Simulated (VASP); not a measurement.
Input of a VASP 6.6.1 run:

The input INCAR:

```
  ALGO = Normal
  EDIFF = 1E-7
  ENCUT = 520
  GGA = PE
  ISIF = 2
  ISMEAR = 0
  LASPH = T
  LCHARG = F
  LREAL = F
  LWAVE = F
  NBANDS = 30
  NELM = 100
  PREC = Accurate
  SIGMA = 0.1
```

The input KPOINTS:

```
k-points
0
Gamma
  4 4 4
```

The input POSCAR:

```
As
1.0
   -3.5050532000      3.5050532000      3.5050532000
    3.5050532000     -3.5050532000      3.5050532000
    3.5050532000      3.5050532000     -3.5050532000
As
8
Direct
    0.2006000000      0.2006000000      0.2006000000
    0.5000000000      0.0000000000      0.2994000000
    0.2994000000      0.5000000000      0.0000000000
    0.0000000000      0.2994000000      0.5000000000
    0.7994000000      0.7994000000      0.7994000000
    0.5000000000      0.0000000000      0.7006000000
    0.7006000000      0.5000000000      0.0000000000
    0.0000000000      0.7006000000      0.5000000000
```

Potentials or basis: VASP PAW PBE potentials, release 64 (As).

The run is started by

```console
$ cat potpaw_PBE.64/As/POTCAR > POTCAR
$ mpirun -np 1 vasp_std > vasp.out
```

(1) Estimate the pressure.

(2) What does it give for the band gap on the k mesh?

## Answers

(1) 12.2 GPa.

(2) zero (bands 20 and 21 overlap by 0.94 eV).

Caveat: the cell stands under pressure.
